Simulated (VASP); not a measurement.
# GaAs (F-43m) in VASP: vibrations by perturbation theory with RPBE

Aim: the vibrations by perturbation theory of GaAs with RPBE.

Everything below comes from runs of VASP 6.6.1. Logs are shortened: lines on timing, memory, paths and dates and some standing lists are left out, and cuts for length are marked.

## 1. The cell of the first run

The structure is cubic, space group F-43m (No. 216). The conventional cell has a = 5.805 Å, b = 5.805 Å, c = 5.805 Å, α = 90.00°, β = 90.00°, γ = 90.00°. Within 3.3 Å of Ga (site symmetry -43m) lie 4 As at 2.51 Å. As (site symmetry -43m) has 4 Ga at 2.51 Å within 3.3 Å.

## 2. Vibrations by perturbation theory, RPBE

The input, INCAR:

```
SYSTEM = GaAs
PREC     = Accurate       ! precision mode
ENCUT    = 520            ! plane-wave cutoff, eV
EDIFF    = 1E-8           ! SCF threshold, eV
ISMEAR   = 0              ! smearing method
SIGMA    = 0.01           ! smearing width, eV
LREAL    = .FALSE.        ! projectors in reciprocal space
LASPH    = .TRUE.         ! aspherical terms in the spheres
NELM     = 80             ! most SCF steps
ALGO     = Normal         ! electronic algorithm
ISIF     = 2              ! what is computed and relaxed
LWAVE    = .FALSE.        ! write WAVECAR
LCHARG   = .FALSE.        ! write CHGCAR
GGA      = RP             ! functional
NBANDS   = 16             ! bands
IBRION   = 8              ! ionic algorithm
NSW      = 1              ! ionic steps
```

The input, KPOINTS:

```
regular mesh
0
G
  12 12 12
  0 0 0
```

The input, POSCAR:

```
GaAs
1.0
    0.0000000000      2.9023005999      2.9023005999
    2.9023005999      0.0000000000      2.9023005999
    2.9023005999      2.9023005999      0.0000000000
Ga As
1 1
Direct
    0.0000000000      0.0000000000      0.0000000000
    0.7500000000      0.7500000000      0.7500000000
```

Potentials or basis: VASP PAW PBE potentials, release 64 (Ga_d, As).

Launch:

```bash
$ cat potpaw_PBE.64/Ga_d/POTCAR potpaw_PBE.64/As/POTCAR > POTCAR
$ mpirun -np 1 vasp_std > vasp.out
```

OUTCAR:

```text
SYSTEM = GaAs
   PREC = Accurate
   ENCUT = 520
   EDIFF = 1E-8
   ISMEAR = 0
   LREAL = .FALSE.
   LASPH = .TRUE.
   NELM = 80
   ISIF = 2
   GGA = RP
   IBRION = 8
   NSW = 1

 ion  position               nearest neighbor table
   1  0.000  0.000  0.000-   2 2.51   2 2.51   2 2.51   2 2.51
   2  0.750  0.750  0.750-   1 2.51   1 2.51   1 2.51   1 2.51

  LATTYP: Found a face centered cubic cell.
 ALAT       =     5.8046011998

  Lattice vectors:

 A1 = (   0.0000000000,   2.9023005999,   2.9023005999)
 A2 = (   2.9023005999,   0.0000000000,   2.9023005999)
 A3 = (   2.9023005999,   2.9023005999,   0.0000000000)

Analysis of symmetry for initial positions (statically):
=====================================================================
 Subroutine PRICEL returns:
 Original cell was already a primitive cell.

 Routine SETGRP: Setting up the symmetry group for a
 face centered cubic supercell.

 Subroutine GETGRP returns: Found 24 space group operations
 (whereof 24 operations were pure point group operations)
 out of a pool of 48 trial point group operations.

The static configuration has the point symmetry T_d .

Analysis of symmetry for dynamics (positions and initial velocities):
=====================================================================
 Subroutine PRICEL returns:
 Original cell was already a primitive cell.

 Routine SETGRP: Setting up the symmetry group for a
 face centered cubic supercell.

 Subroutine GETGRP returns: Found 24 space group operations
 (whereof 24 operations were pure point group operations)
 out of a pool of 48 trial point group operations.

The dynamic configuration has the point symmetry T_d .

 Subroutine INISYM returns: Found 24 space group operations
 (whereof 24 operations are pure point group operations),
 and found     1 'primitive' translations

----------------------------------------------------------------------------------------

                                     Primitive cell

  volume of cell :      48.8942

  direct lattice vectors                    reciprocal lattice vectors
     0.000000000  2.902300600  2.902300600    -0.172277124  0.172277124  0.172277124
     2.902300600  0.000000000  2.902300600     0.172277124 -0.172277124  0.172277124
     2.902300600  2.902300600  0.000000000     0.172277124  0.172277124 -0.172277124

  length of vectors
     4.104472870  4.104472870  4.104472870     0.298392732  0.298392732  0.298392732

  position of ions in fractional coordinates (direct lattice)
     0.000000000  0.000000000  0.000000000
     0.750000000  0.750000000  0.750000000

  ion indices of the primitive-cell ions
   primitive index   ion index
                 1           1
                 2           2

----------------------------------------------------------------------------------------

 KPOINTS: regular mesh

Automatic generation of k-mesh.
 Grid dimensions read from file:
 generate k-points for:   12   12   12

 Generating k-lattice:

  Cartesian coordinates                     Fractional coordinates (reciprocal lattice)
    -0.014356427  0.014356427  0.014356427     0.083333333  0.000000000  0.000000000
     0.014356427 -0.014356427  0.014356427     0.000000000  0.083333333  0.000000000
     0.014356427  0.014356427 -0.014356427     0.000000000  0.000000000  0.083333333

  Length of vectors
     0.024866061  0.024866061  0.024866061

  Shift w.r.t. Gamma in fractional coordinates (k-lattice)
     0.000000000  0.000000000  0.000000000

 Subroutine IBZKPT returns following result:
 ===========================================

 Found     72 irreducible k-points:

 Following reciprocal coordinates:
            Coordinates               Weight
  0.000000  0.000000  0.000000      1.000000
  0.083333  0.000000  0.000000      8.000000
  0.166667  0.000000  0.000000      8.000000
  0.250000  0.000000  0.000000      8.000000
  0.333333  0.000000  0.000000      8.000000
  0.416667  0.000000  0.000000      8.000000
[... 16 lines left out ...]
  0.500000  0.166667  0.000000     24.000000
[... 16 lines left out ...]
   LSORBIT =      F    spin-orbit coupling
   LASPH  =      T    aspherical Exc in radial PAW
   ENCUT  =  520.0 eV  38.22 Ry    6.18 a.u.   7.63  7.63  7.63*2*pi/ulx,y,z
   NELM   =     80;   NELMIN=  2; NELMDL= -5     # of ELM steps
   EDIFF  = 0.1E-07   stopping-criterion for ELM
   LREAL  =      F    real-space projection
   EDIFFG = 0.1E-06   stopping-criterion for IOM
   NSW    =      1    number of steps for IOM
   IBRION =      8    ionic relax: 0-MD 1-quasi-New 2-CG
   NFREE  =      0    steps in history (QN), initial steepest desc. (CG)
   ISIF   =      2    stress and relaxation
   ISYM   =      2    0-nonsym 1-usesym 2-fastsym
   POTIM  = 0.5000    time-step for ionic-motion
   TEBEG  =    0.0;   TEEND  =   0.0 temperature during run
   PSTRESS=    0.0 pullay stress
   NELECT =      18.0000    total number of electrons
   NUPDOWN=      -1.0000    fix difference up-down
   EMIN   =  10.00;   EMAX   =-10.00  energy-range for DOS
   EFERMI =   0.00;   METHOD = LEGACY
   ISMEAR =     0;   SIGMA  =   0.01  broadening in eV -4-tet -1-fermi 0-gaus
   EFERMI_NEDOS =   21; number of points for ismear=-14 and -15
   IALGO  =     38    algorithm
   IMIX   =      4    mixing-type and parameters
     AMIX     =   0.40;   BMIX     =  1.00
     AMIX_MAG =   1.60;   BMIX_MAG =  1.00
  volume/ion in A,a.u.               =      24.45       164.98
  Fermi-wavevector in a.u.,A,eV,Ry     =   1.173311  2.217237 18.730590  1.376660
  Thomas-Fermi vector in A             =   2.309726
   LORBIT       =      0    0 simple, 1 ext, 2 COOP (PROOUT), +10 PAW based schemes
   GGA     = RP    functional components
   LHFCALC =     F    Hartree Fock is set to
   AEXX    =    0.0000 exact exchange contribution
   IVDW    =     0    specifies the selected vdW correction
   LEPSILON=     F    determine dielectric tensor
   LRPA    =     F    only Hartree local field effects (RPA)
 non-spin polarized calculation
 Gauss-broadening in eV      SIGMA  =   0.01
  energy-cutoff  :      520.00
  volume of cell :       48.89
 maximum number of plane-waves:      1363
   NGX = 15   NGY = 15   NGZ = 15

--------------------------------------- Ionic step        1  -------------------------------------------

 number of electron      17.9999988 magnetization

 Free energy of the ion-electron system (eV)
  ---------------------------------------------------
  ext. energy  EPLUGINS =         0.00000000
  ---------------------------------------------------
  free energy    TOTEN  =        -7.60136246 eV

  energy without entropy =       -7.60136246  energy(sigma->0) =       -7.60136246

 E-fermi :   3.3608     XC(G=0):  -9.0554

 val. band max:        3.3273401807   @ k =   0.0000   0.0000   0.0000
 cond. band min:       3.3926078783   @ k =   0.0000   0.0000   0.0000
 fundamental gap:      0.0652676976
 Fermi energy:         3.3607712405

 k-point     1 :       0.0000    0.0000    0.0000
  band No.  band energies     occupation
      1     -11.3550      2.00000
      2     -11.3550      2.00000
      3     -11.3550      2.00000
      4     -11.2937      2.00000
      5     -11.2937      2.00000
      6      -8.8194      2.00000
[... 433 lines left out ...]
      3     -11.3349      2.00000
      4     -11.2940      2.00000
      5     -11.2914      2.00000
      6      -7.1271      2.00000
[... 8 lines left out ...]
     15      13.4804      0.00000
     16      14.2667      0.00000

 [... further k-points ...]

------------------------ aborting loop because EDIFF is reached ----------------------------------------

  FORCE on cell =-STRESS in cart. coord.  units (eV):
  Direction    XX          YY          ZZ          XY          YZ          ZX
  --------------------------------------------------------------------------------------
  -------------------------------------------------------------------------------------
  Total        0.0347826      0.0347826      0.0347826      0.0000000     -0.0000000     -0.0000000
  in kB        1.1397662      1.1397662      1.1397662      0.0000000     -0.0000000     -0.0000000
  external PRESSURE =       1.1397662 kB  Pullay stress =       0.0000000 kB

 VOLUME and BASIS-vectors are now :
 -----------------------------------------------------------------------------
  energy-cutoff  :      520.00
  volume of cell :       48.89
      direct lattice vectors                 reciprocal lattice vectors
     0.000000000  2.902300600  2.902300600    -0.172277124  0.172277124  0.172277124
     2.902300600  0.000000000  2.902300600     0.172277124 -0.172277124  0.172277124
     2.902300600  2.902300600  0.000000000     0.172277124  0.172277124 -0.172277124

 POSITION                                       TOTAL-FORCE (eV/Angst)
 -----------------------------------------------------------------------------------
      0.00000      0.00000      0.00000        -0.000000     -0.000000     -0.000000
      4.35345      4.35345      4.35345         0.000000      0.000000      0.000000
 -----------------------------------------------------------------------------------
    total drift:                               -0.000002     -0.000002     -0.000002

  FREE ENERGIE OF THE ION-ELECTRON SYSTEM (eV)
  ---------------------------------------------------
  free  energy   TOTEN  =        -7.6013624619 eV

  energy  without entropy=       -7.6013624616  energy(sigma->0) =       -7.60136246

[... ionic steps 2 to 3 ...]

--------------------------------------- Ionic step        4  -------------------------------------------

------------------------ aborting loop because EDIFF is reached ----------------------------------------

[... ionic steps 5 to 6 ...]

--------------------------------------- Ionic step        7  -------------------------------------------

 Free energy of the ion-electron system (eV)
  ---------------------------------------------------
  ---------------------------------------------------
  free energy    TOTEN  =        -0.04361901 eV

  energy without entropy =       -0.04361901

------------------------ aborting loop because EDIFF is reached ----------------------------------------

 INTERNAL STRAIN TENSOR  FOR ION    2  DIRECTION 1   (eV/Angst):
 -----------------------------------------------------------------------------
    -0.00318  0.00000  0.00000
     0.00000  0.00319  5.29357
     0.00000  5.29357  0.00319

 INTERNAL STRAIN TENSOR FOR ION    2 for displacements in x,y,z  (eV/Angst):
          X           Y           Z          XY          YZ          ZX
  --------------------------------------------------------------------------------
  x     0.00000     0.00000     0.00000     0.00000     5.29357     0.00000
  y     0.00000     0.00000     0.00000     0.00000     0.00000     5.29357
  z     0.00000     0.00000     0.00000     5.29357     0.00000     0.00000

 SECOND DERIVATIVES (NOT SYMMETRIZED)
 ------------------------------------
               1X          1Y          1Z          2X          2Y          2Z
  1X    -7.977565    0.000000    0.000000    7.977565    0.000000    0.000000
  1Y     0.000000   -7.977565    0.000000    0.000000    7.977565    0.000000
  1Z     0.000000    0.000000   -7.977565    0.000000    0.000000    7.977565
  2X     8.006713    0.000000    0.000000   -8.006713    0.000000    0.000000
  2Y     0.000000    8.006713    0.000000    0.000000   -8.006713    0.000000
  2Z     0.000000    0.000000    8.006713    0.000000    0.000000   -8.006713

 Eigenvectors and eigenvalues of the dynamical matrix
 ----------------------------------------------------

   1 f  =    7.354060 THz    46.206923 2PiTHz  245.305046 cm-1    30.413936 meV
             X         Y         Z           dx          dy          dz
      0.000000  0.000000  0.000000    -0.340893    0.633130    0.000000
      4.353451  4.353451  4.353451     0.329453   -0.611882   -0.000000
[... 21 lines left out ...]
   6 f/i=    0.006701 THz     0.042105 2PiTHz    0.223530 cm-1     0.027714 meV
             X         Y         Z           dx          dy          dz
      0.000000  0.000000  0.000000     0.125085   -0.273202    0.626621
      4.353451  4.353451  4.353451     0.129428   -0.282689    0.648380

--------------------------------------------------------------------------------------------------------

 ELASTIC MODULI CONTR FROM IONIC RELAXATION (kBar)
 Direction    XX          YY          ZZ          XY          YZ          ZX
 --------------------------------------------------------------------------------
 XX          -0.0000      0.0000      0.0000      0.0000     -0.0000     -0.0000
 YY           0.0000     -0.0000      0.0000      0.0000      0.0000     -0.0000
 ZZ           0.0000      0.0000     -0.0000     -0.0000      0.0000     -0.0000
 XY           0.0000      0.0000     -0.0000   -113.7273      0.0000      0.0000
 YZ          -0.0000      0.0000      0.0000      0.0000   -113.7273      0.0000
 ZX          -0.0000     -0.0000     -0.0000      0.0000      0.0000   -113.7273
 --------------------------------------------------------------------------------
```

Run time: 4.4 min. Hardware: 1 thread of Intel Xeon 6975P-C (Granite Rapids), shared host; peak memory 0.58 GiB.

What came out:

```
Highest phonon frequency at Γ, LO-TO splitting left out : 245 cm⁻¹
```

Phonon frequencies in cm⁻¹ (negative: imaginary):
| q point | frequencies |
| --- | --- |
| (0.000, 0.000, 0.000) | 0 0 0 245 245 245 |

Caveat: the PAW data sets were made with another functional, which shifts forces and pressure a little.
